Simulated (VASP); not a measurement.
Set up this calculation in VASP 6.6.1, as the native input.

```
Task                               : single point
Functional                         : HSE06
Potentials or basis                : VASP PAW PBE potentials, release 64 (K_sv, Br)
Cutoff                             : 520 eV
k mesh                             : 4 × 4 × 4
Occupations                        : gaussian, width 0.01 eV
Spin                               : no spin polarisation
Dipole correction                  : no
Grid for exact exchange (PRECFOCK) : Normal
Further INCAR settings             : ALGO = Normal; EDIFF = 1e-07; NBANDS = 15
Share of exact exchange            : 0.25
Screening parameter                : 0.2079 1/Å
```

Crystal: KBr.

```
K Br
1.0
     0.00000    3.10874    3.34884
     3.10874    0.00000    3.34884
     3.10874    3.10874    0.00000
K Br
1 1
Direct
  0.00000 0.00000 0.00000
  0.50000 0.50000 0.50000
```

This cell differs from its parent crystal: epitaxial xy strain -5.9%.

The input as run:

POSCAR

```
KBr
1.0
    0.0000000000      3.1087360978      3.3488431232
    3.1087360978      0.0000000000      3.3488431232
    3.1087360978      3.1087360978      0.0000000000
K Br
1 1
Direct
    0.0000000000      0.0000000000      0.0000000000
    0.5000000000      0.5000000000      0.5000000000
```

INCAR.step1

```
PREC = Accurate
ENCUT = 520
EDIFF = 1E-5
ISMEAR = 0
SIGMA = 0.01
LREAL = False
LASPH = True
NELM = 60
ALGO = Normal
ISIF = 2
LWAVE = True
LCHARG = False
GGA = PE
NBANDS = 15
```

INCAR.step2

```
PREC = Accurate
ENCUT = 520
EDIFF = 1E-7
ISMEAR = 0
SIGMA = 0.01
LREAL = False
LASPH = True
NELM = 60
ALGO = Normal
ISIF = 2
LWAVE = False
LCHARG = False
GGA = PE
LHFCALC = True
HFSCREEN = 0.2079
PRECFOCK = Normal
ISTART = 1
NBANDS = 15
```

KPOINTS

```
Automatic mesh
0
Gamma
  4 4 4
```

Potentials or basis: VASP PAW PBE potentials, release 64 (K_sv, Br).

Command:

```sh
$ cat potpaw_PBE.64/K_sv/POTCAR potpaw_PBE.64/Br/POTCAR > POTCAR
$ cp INCAR.step1 INCAR
$ mpirun -np 1 vasp_std > vasp.out
$ cp INCAR.step2 INCAR
$ mpirun -np 1 vasp_std > vasp.out
```

It gave:

* Pressure: 3.1 GPa
* Band gap on the k mesh: 5.87 eV

Caveat: the k points lie up to 0.43 Å⁻¹ apart; the cell differs from its parent crystal (epitaxial xy strain -5.9%); the PAW data sets were made with another functional, which shifts forces and pressure a little.

Wall time 21 min on 1 thread of Intel(R) Xeon(R) Platinum 8259CL CPU @ 2.50GHz (Skylake/Cascade Lake) (shared host), peak memory 0.32 GiB.
